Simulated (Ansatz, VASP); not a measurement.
# Two plane-wave programs on Hf

The input INCAR:

```
SYSTEM = Hf
ALGO     = Normal         ! electronic algorithm
EDIFF    = 1E-7           ! SCF threshold, eV
ENCUT    = 520            ! plane-wave cutoff, eV
GGA      = PE             ! functional
ISIF     = 2              ! what is computed and relaxed
ISMEAR   = 0              ! smearing method
LASPH    = .TRUE.         ! aspherical terms in the spheres
LCHARG   = .FALSE.        ! write CHGCAR
LREAL    = .FALSE.        ! projectors in reciprocal space
LWAVE    = .FALSE.        ! write WAVECAR
NBANDS   = 11             ! bands
NELM     = 60             ! most SCF steps
PREC     = Accurate       ! precision mode
SIGMA    = 0.05           ! smearing width, eV
```

KPOINTS

```
k-points
0
G
  18 18 18
  0 0 0
```

POSCAR

```
Hf
1.0
   -1.7494685618      1.7494685618      1.7494685618
    1.7494685618     -1.7494685618      1.7494685618
    1.7494685618      1.7494685618     -1.7494685618
Hf
1
Direct
    0.0000000000      0.0000000000      0.0000000000
```

Input for Ansatz:

```yaml
crystal:
  lattice:
    - [-1.7494685618, 1.7494685618, 1.7494685618]
    - [1.7494685618, -1.7494685618, 1.7494685618]
    - [1.7494685618, 1.7494685618, -1.7494685618]
  atoms:
    - { symbol: Hf, position: [0.0, 0.0, 0.0] }
basis:
  ecutwfc: 420
  ecutrho_ratio: 4
kpoints:
  mp_grid: { grid: [18, 18, 18] }
hamiltonian:
  xc: pbe
scf:
  occupations: { method: gaussian, width: 0.05 }
output:
  forces: true
  stress: true
  eigenvalues: true
```

Alike in both runs: task single point; functional PBE; k mesh 18 × 18 × 18; occupations gaussian, width 0.05 eV; no spin polarisation.

|  | VASP | Ansatz |
| --- | --- | --- |
| version | VASP 6.6.1 | Ansatz 0.2.0 |
| potentials or method | VASP PAW PBE potentials, release 64 (Hf_pv), cutoff 520 eV | scalar-relativistic, plane waves, PAW |
| valence electrons in the cell | 10 | 26 |

|  | VASP | Ansatz | Ansatz less VASP |
| --- | --- | --- | --- |
| gap on the k mesh at the Fermi level (eV) | none | none | - |
| pressure (GPa) | 4.0 | 4.3 | +0.33 |

A gap of «none» marks a metal or a gap that the smearing closes. VASP's potentials hold 10 valence electrons a cell and Ansatz's 26, so a difference there can come from the potentials and not from the codes.

Spin-orbit coupling is off throughout.
